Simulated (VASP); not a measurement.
# Rb (P6_3/mmc) in VASP: a series of runs

The runs below take Rb through single point, with BLYP.

All numbers are computed with VASP 6.6.1; they aren't measurements. Logs are shortened: lines on timing, memory, paths and dates and some standing lists are left out, and cuts for length are marked.

**1. The cell of the first run**

It takes space group P6_3/mmc (No. 194, hexagonal). Conventional cell: a = 5.187 Å, b = 5.187 Å, c = 8.540 Å, α = 90.00°, β = 90.00°, γ = 120.00°.

**2. Single point, BLYP (volume scaled by 1.04)**

File INCAR:

```
SYSTEM = Rb
PREC     = Accurate       ! precision mode
ENCUT    = 520            ! plane-wave cutoff, eV
EDIFF    = 1E-6           ! SCF threshold, eV
ISMEAR   = -1             ! smearing method
SIGMA    = 0.1            ! smearing width, eV
LREAL    = .False.        ! projectors in reciprocal space
LASPH    = .True.         ! aspherical terms in the spheres
NELM     = 60             ! most SCF steps
ALGO     = Normal         ! electronic algorithm
ISIF     = 2              ! what is computed and relaxed
LWAVE    = .False.        ! write WAVECAR
LCHARG   = .False.        ! write CHGCAR
GGA      = B5             ! functional
ALDAX    = 1.0          
AGGAX    = 1.0          
AGGAC    = 1.0          
ALDAC    = 0.0          
NBANDS   = 16             ! bands
```

File KPOINTS:

```
regular mesh
0
Gamma
  8 8 5
  0 0 0
```

File POSCAR:

```
Rb
1.0
    5.1872265046      0.0000000000      0.0000000000
   -2.5936132523      4.4922699282      0.0000000000
    0.0000000000      0.0000000000      8.5403651062
Rb
2
Direct
    0.3333333333      0.6666666667      0.2500000000
    0.6666666667      0.3333333333      0.7500000000
```

Potentials or basis: VASP PAW PBE potentials, release 64 (Rb_sv).

Command:

```console
> cat potpaw_PBE.64/Rb_sv/POTCAR > POTCAR
> mpirun -np 1 vasp_std > vasp.out
```

OUTCAR:

```text
SYSTEM = Rb
   PREC = Accurate
   ENCUT = 520
   EDIFF = 1E-6
   ISMEAR = -1
   LREAL = .False.
   LASPH = .True.
   NELM = 60
   ISIF = 2
   GGA = B5

 ion  position               nearest neighbor table
   1  0.333  0.667  0.250-   2 5.22   2 5.22   2 5.22   2 5.22   2 5.22   2 5.22
   2  0.667  0.333  0.750-   1 5.22   1 5.22   1 5.22   1 5.22   1 5.22   1 5.22

  LATTYP: Found a hexagonal cell.
 ALAT       =     5.1872265046
 C/A-ratio  =     1.6464222448

  Lattice vectors:

 A1 = (   5.1872265046,   0.0000000000,   0.0000000000)
 A2 = (  -2.5936132523,   4.4922699282,   0.0000000000)
 A3 = (   0.0000000000,   0.0000000000,   8.5403651062)

Analysis of symmetry for initial positions (statically):
=====================================================================
 Subroutine PRICEL returns:
 Original cell was already a primitive cell.

 Routine SETGRP: Setting up the symmetry group for a
 hexagonal supercell.

 Subroutine GETGRP returns: Found 24 space group operations
 (whereof 12 operations were pure point group operations)
 out of a pool of 24 trial point group operations.

The static configuration has the point symmetry D_3d.
 The point group associated with its full space group is D_6h.

Analysis of symmetry for dynamics (positions and initial velocities):
=====================================================================
 Subroutine PRICEL returns:
 Original cell was already a primitive cell.

 Routine SETGRP: Setting up the symmetry group for a
 hexagonal supercell.

 Subroutine GETGRP returns: Found 24 space group operations
 (whereof 12 operations were pure point group operations)
 out of a pool of 24 trial point group operations.

The dynamic configuration has the point symmetry D_3d.
 The point group associated with its full space group is D_6h.

 Subroutine INISYM returns: Found 24 space group operations
 (whereof 12 operations are pure point group operations),
 and found     1 'primitive' translations

----------------------------------------------------------------------------------------

                                     Primitive cell

  volume of cell :     199.0112

  direct lattice vectors                    reciprocal lattice vectors
     5.187226505  0.000000000  0.000000000     0.192781248  0.111302306  0.000000000
    -2.593613252  4.492269928  0.000000000     0.000000000  0.222604611  0.000000000
[... 78 lines left out ...]
   ICHARG =      2    charge: 1-file 2-atom 10-const
   ISPIN  =      1    spin polarized calculation?
   LNONCOLLINEAR =      F non collinear calculations
   LSORBIT =      F    spin-orbit coupling
   LASPH  =      T    aspherical Exc in radial PAW
   ENCUT  =  520.0 eV  38.22 Ry    6.18 a.u.   9.64  9.64 15.88*2*pi/ulx,y,z
   NELM   =     60;   NELMIN=  2; NELMDL= -5     # of ELM steps
   EDIFF  = 0.1E-05   stopping-criterion for ELM
   LREAL  =      F    real-space projection
   EDIFFG = 0.1E-04   stopping-criterion for IOM
   NSW    =      0    number of steps for IOM
   IBRION =     -1    ionic relax: 0-MD 1-quasi-New 2-CG
   NFREE  =      0    steps in history (QN), initial steepest desc. (CG)
   ISIF   =      2    stress and relaxation
   ISYM   =      2    0-nonsym 1-usesym 2-fastsym
   POTIM  = 0.5000    time-step for ionic-motion
   TEBEG  =    0.0;   TEEND  =   0.0 temperature during run
   PSTRESS=    0.0 pullay stress
   NELECT =      18.0000    total number of electrons
   NUPDOWN=      -1.0000    fix difference up-down
   EMIN   =  10.00;   EMAX   =-10.00  energy-range for DOS
   EFERMI =   0.00;   METHOD = LEGACY
   ISMEAR =    -1;   SIGMA  =   0.10  broadening in eV -4-tet -1-fermi 0-gaus
   EFERMI_NEDOS =   21; number of points for ismear=-14 and -15
   IALGO  =     38    algorithm
   IMIX   =      4    mixing-type and parameters
     AMIX     =   0.40;   BMIX     =  1.00
     AMIX_MAG =   1.60;   BMIX_MAG =  1.00
  volume/ion in A,a.u.               =      99.51       671.50
  Fermi-wavevector in a.u.,A,eV,Ry     =   0.734863  1.388690  7.347472  0.540024
  Thomas-Fermi vector in A             =   1.827920
   LORBIT       =      0    0 simple, 1 ext, 2 COOP (PROOUT), +10 PAW based schemes
   GGA     = B5    functional components
   LHFCALC =     F    Hartree Fock is set to
   AEXX    =    0.0000 exact exchange contribution
   IVDW    =     0    specifies the selected vdW correction
   LEPSILON=     F    determine dielectric tensor
   LRPA    =     F    only Hartree local field effects (RPA)
 non-spin polarized calculation
  energy-cutoff  :      520.00
  volume of cell :      199.01
 maximum number of plane-waves:      5402
 NGX is ok and might be reduce to    40
   NGX = 19   NGY = 19   NGZ = 31

 number of electron      18.0000000 magnetization

 Free energy of the ion-electron system (eV)
  ---------------------------------------------------
  ext. energy  EPLUGINS =         0.00000000
  ---------------------------------------------------
  free energy    TOTEN  =        -1.24011482 eV

  energy without entropy =       -1.17435161  energy(sigma->0) =       -1.20723321

 E-fermi :   0.2303     XC(G=0):  -4.8497

 val. band max:        0.1475551866   @ k =   0.3750   0.1250   0.2000
 cond. band min:       0.2386539800   @ k =   0.5000   0.0000   0.0000
 fundamental gap:      0.0910987934
 Fermi energy:         0.2303248409

 k-point     1 :       0.0000    0.0000    0.0000
  band No.  band energies     occupation
      1     -28.8037      2.00000
      2     -28.8013      2.00000
      3     -12.9750      2.00000
      4     -12.9168      2.00000
      5     -12.9168      2.00000
      6     -12.9076      2.00000
[... 433 lines left out ...]
      3     -12.9685      2.00000
      4     -12.9643      2.00000
      5     -12.9314      2.00000
      6     -12.9256      2.00000
[... 8 lines left out ...]
     15       3.7087      0.00000
     16       3.9308      0.00000

 [... further k-points ...]
[... 5 lines left out ...]
  --------------------------------------------------------------------------------------
  -------------------------------------------------------------------------------------
  Total       -0.0638415     -0.0638415     -0.1325263      0.0000000      0.0000000      0.0000000
  in kB       -0.5139679     -0.5139679     -1.0669280      0.0000000      0.0000000      0.0000000
  external PRESSURE =      -0.6982879 kB  Pullay stress =       0.0000000 kB

 VOLUME and BASIS-vectors are now :
 -----------------------------------------------------------------------------
  energy-cutoff  :      520.00
  volume of cell :      199.01
      direct lattice vectors                 reciprocal lattice vectors
     5.187226505  0.000000000  0.000000000     0.192781248  0.111302306  0.000000000
    -2.593613252  4.492269928  0.000000000     0.000000000  0.222604611  0.000000000
     0.000000000  0.000000000  8.540365106     0.000000000  0.000000000  0.117091013

 POSITION                                       TOTAL-FORCE (eV/Angst)
 -----------------------------------------------------------------------------------
     -0.00000      2.99485      2.13509         0.000000      0.000000      0.000000
      2.59361      1.49742      6.40527        -0.000000     -0.000000      0.000000
 -----------------------------------------------------------------------------------
    total drift:                               -0.000000      0.000000     -0.000000

  FREE ENERGIE OF THE ION-ELECTRON SYSTEM (eV)
  ---------------------------------------------------
  free  energy   TOTEN  =        -1.2401148163 eV

  energy  without entropy=       -1.1743516068  energy(sigma->0) =       -1.20723321
```

OSZICAR:

```text
N       E                     dE             d eps       ncg     rms          rms(c)
DAV:   1     0.117939284923E+03    0.11794E+03   -0.67417E+03   960   0.840E+02
DAV:   2     0.123385630256E+02   -0.10560E+03   -0.10283E+03  1264   0.179E+02
DAV:   3     0.174326832436E+00   -0.12164E+02   -0.12116E+02  1320   0.599E+01
DAV:   4    -0.123605946329E+01   -0.14104E+01   -0.14098E+01  1760   0.142E+01
DAV:   5    -0.124238438920E+01   -0.63249E-02   -0.63249E-02  1352   0.118E+00    0.908E-01
DAV:   6    -0.123990219667E+01    0.24822E-02   -0.60377E-03  1368   0.419E-01    0.542E-01
DAV:   7    -0.123958193046E+01    0.32027E-03   -0.69239E-03  1256   0.442E-01    0.701E-02
DAV:   8    -0.123991944252E+01   -0.33751E-03   -0.60959E-04  1416   0.982E-02    0.205E-02
DAV:   9    -0.124003892865E+01   -0.11949E-03   -0.16483E-04  1200   0.412E-02    0.995E-03
DAV:  10    -0.124011087473E+01   -0.71946E-04   -0.31141E-04  1088   0.453E-02    0.392E-03
DAV:  11    -0.124011279019E+01   -0.19155E-05   -0.55100E-06  1152   0.807E-03    0.177E-03
DAV:  12    -0.124011472030E+01   -0.19301E-05   -0.11451E-05   848   0.739E-03    0.138E-03
DAV:  13    -0.124011481630E+01   -0.96000E-07   -0.83687E-07  1000   0.233E-03
   1 F= -.12401148E+01 E0= -.12072332E+01  d E =-.657632E-01
```

stdout:

```text
POSCAR found type information on POSCAR Rb
 POSCAR found :  1 types and       2 ions
 scaLAPACK will be used
 -----------------------------------------------------------------------------
|                                                                             |
|                                                                             |
|     You enforced a specific xc type in the INCAR file but a different       |
|     I HOPE YOU KNOW WHAT YOU ARE DOING!                                     |
|                                                                             |
 -----------------------------------------------------------------------------

 LDA part: xc-table for (Slater(with rela. corr.)+VWN5), standard interpolation
 POSCAR, INCAR and KPOINTS ok, starting setup
 FFT: planning ... GRIDC
 FFT: planning ... GRID_SOFT
 FFT: planning ... GRID
 WAVECAR not read
 entering main loop
```

Run time: 87 s. Hardware: 1 thread of AMD EPYC 9R45 (Zen 5), shared host; peak memory 0.3 GiB.

What came out:

- Free energy: -1.2401 eV
- Pressure: -0.1 GPa
- Band gap on the k mesh: zero (band 9 reaches 0.96 eV, above the bottom of band 10 at -0.74 eV)

Levels at points of the mesh, in eV from the Fermi level:
```
           k point  band 5  band 6  band 7  band 8  band 9  band 10  band 11  band 12  band 13  band 14
(0.00, 0.00, 0.00)  -13.15  -13.14  -13.14  -13.14   -1.84     0.05     0.74     3.26     3.26     3.27
(0.50, 0.00, 0.00)  -13.18  -13.16  -13.15  -13.15    0.01     0.41     1.39     1.52     1.98     2.33
```

Caveat: the PAW data sets were made with another functional, which shifts forces and pressure a little.

**3. Single point, BLYP (volume scaled by 1.08)**

File INCAR:

```
  AGGAC = 1.0
  AGGAX = 1.0
  ALDAC = 0.0
  ALDAX = 1.0
  ALGO = Normal
  EDIFF = 1E-6
  ENCUT = 520
  GGA = B5
  ISIF = 2
  ISMEAR = -1
  LASPH = True
  LCHARG = True
  LELF = True
  LREAL = False
  LVHAR = True
  LWAVE = False
  NBANDS = 16
  NELM = 60
  PREC = Accurate
  SIGMA = 0.1
```

File KPOINTS:

```
k-points
0
Gamma
  8 8 5
```

File POSCAR:

```
Rb
1.0
    5.2528945708      0.0000000000      0.0000000000
   -2.6264472854      4.5491401417      0.0000000000
    0.0000000000      0.0000000000      8.6484824712
Rb
2
Direct
    0.3333333333      0.6666666667      0.2500000000
    0.6666666667      0.3333333333      0.7500000000
```

Potentials or basis: VASP PAW PBE potentials, release 64 (Rb_sv).

Command:

```console
> cat potpaw_PBE.64/Rb_sv/POTCAR > POTCAR
> mpirun -np 1 vasp_std > vasp.out
```

OUTCAR:

```text
EDIFF = 1E-6
   ENCUT = 520
   GGA = B5
   ISIF = 2
   ISMEAR = -1
   LASPH = True
   LREAL = False
   NELM = 60
   PREC = Accurate

 ion  position               nearest neighbor table
   1  0.333  0.667  0.250-   2 5.28   2 5.28   2 5.28   2 5.28   2 5.28   2 5.28
   2  0.667  0.333  0.750-   1 5.28   1 5.28   1 5.28   1 5.28   1 5.28   1 5.28

  LATTYP: Found a hexagonal cell.
 ALAT       =     5.2528945708
 C/A-ratio  =     1.6464222448

  Lattice vectors:

[... 194 lines left out ...]
      6     -13.0068      2.00000
[... 433 lines left out ...]
      3     -13.0598      2.00000
      4     -13.0561      2.00000
      5     -13.0275      2.00000
      6     -13.0225      2.00000
[... 8 lines left out ...]
     15       3.5858      0.00000
     16       3.7909      0.00000

 [... further k-points ...]
[... 5 lines left out ...]
  --------------------------------------------------------------------------------------
  -------------------------------------------------------------------------------------
  Total       -0.1563595     -0.1563595     -0.2216341      0.0000000      0.0000000      0.0000000
  in kB       -1.2121794     -1.2121794     -1.7182216      0.0000000      0.0000000      0.0000000
  external PRESSURE =      -1.3808602 kB  Pullay stress =       0.0000000 kB

 VOLUME and BASIS-vectors are now :
 -----------------------------------------------------------------------------
  energy-cutoff  :      520.00
  volume of cell :      206.67
      direct lattice vectors                 reciprocal lattice vectors
     5.252894571  0.000000000  0.000000000     0.190371230  0.109910881  0.000000000
    -2.626447285  4.549140142  0.000000000     0.000000000  0.219821762  0.000000000
     0.000000000  0.000000000  8.648482471     0.000000000  0.000000000  0.115627222

 POSITION                                       TOTAL-FORCE (eV/Angst)
 -----------------------------------------------------------------------------------
     -0.00000      3.03276      2.16212        -0.000000     -0.000000      0.000000
      2.62645      1.51638      6.48636         0.000000      0.000000      0.000000
 -----------------------------------------------------------------------------------
    total drift:                                0.000000     -0.000000      0.000000

  FREE ENERGIE OF THE ION-ELECTRON SYSTEM (eV)
  ---------------------------------------------------
  free  energy   TOTEN  =        -1.2352279593 eV

  energy  without entropy=       -1.1686304450  energy(sigma->0) =       -1.20192920
```

OSZICAR:

```text
N       E                     dE             d eps       ncg     rms          rms(c)
DAV:   1     0.116079755086E+03    0.11608E+03   -0.67493E+03   960   0.838E+02
DAV:   2     0.124465755536E+02   -0.10363E+03   -0.10058E+03  1224   0.180E+02
DAV:   3     0.115304788149E+00   -0.12331E+02   -0.12297E+02  1408   0.594E+01
DAV:   4    -0.122809984823E+01   -0.13434E+01   -0.13431E+01  1688   0.142E+01
DAV:   5    -0.123687670473E+01   -0.87769E-02   -0.87767E-02  1400   0.130E+00    0.859E-01
DAV:   6    -0.123478143190E+01    0.20953E-02   -0.70381E-03  1376   0.442E-01    0.511E-01
DAV:   7    -0.123462523049E+01    0.15620E-03   -0.67055E-03  1256   0.435E-01    0.703E-02
DAV:   8    -0.123498422593E+01   -0.35900E-03   -0.58550E-04  1424   0.894E-02    0.239E-02
DAV:   9    -0.123513927316E+01   -0.15505E-03   -0.23755E-04  1184   0.499E-02    0.107E-02
DAV:  10    -0.123522378938E+01   -0.84516E-04   -0.39886E-04  1088   0.503E-02    0.404E-03
DAV:  11    -0.123522532016E+01   -0.15308E-05   -0.58067E-06  1160   0.819E-03    0.202E-03
DAV:  12    -0.123522786477E+01   -0.25446E-05   -0.16217E-05   872   0.846E-03    0.148E-03
DAV:  13    -0.123522795933E+01   -0.94563E-07   -0.88599E-07  1032   0.243E-03
   1 F= -.12352280E+01 E0= -.12019292E+01  d E =-.665975E-01
```

stdout:

```text
POSCAR found type information on POSCAR Rb
 POSCAR found :  1 types and       2 ions
 scaLAPACK will be used
 -----------------------------------------------------------------------------
|                                                                             |
|                                                                             |
|     You enforced a specific xc type in the INCAR file but a different       |
|     I HOPE YOU KNOW WHAT YOU ARE DOING!                                     |
|                                                                             |
 -----------------------------------------------------------------------------

 LDA part: xc-table for (Slater(with rela. corr.)+VWN5), standard interpolation
 POSCAR, INCAR and KPOINTS ok, starting setup
 FFT: planning ... GRIDC
 FFT: planning ... GRID_SOFT
 FFT: planning ... GRID
 WAVECAR not read
 entering main loop
```

Run time: 89 s. Hardware: 1 thread of AMD EPYC 9R45 (Zen 5), shared host; peak memory 0.3 GiB.

What came out:

```
Free energy            : -1.2352 eV
Pressure               : -0.1 GPa
Band gap on the k mesh : zero (band 9 reaches 0.86 eV, above the bottom of band 10 at -0.80 eV)
```

Caveat: the PAW data sets were made with another functional, which shifts forces and pressure a little.
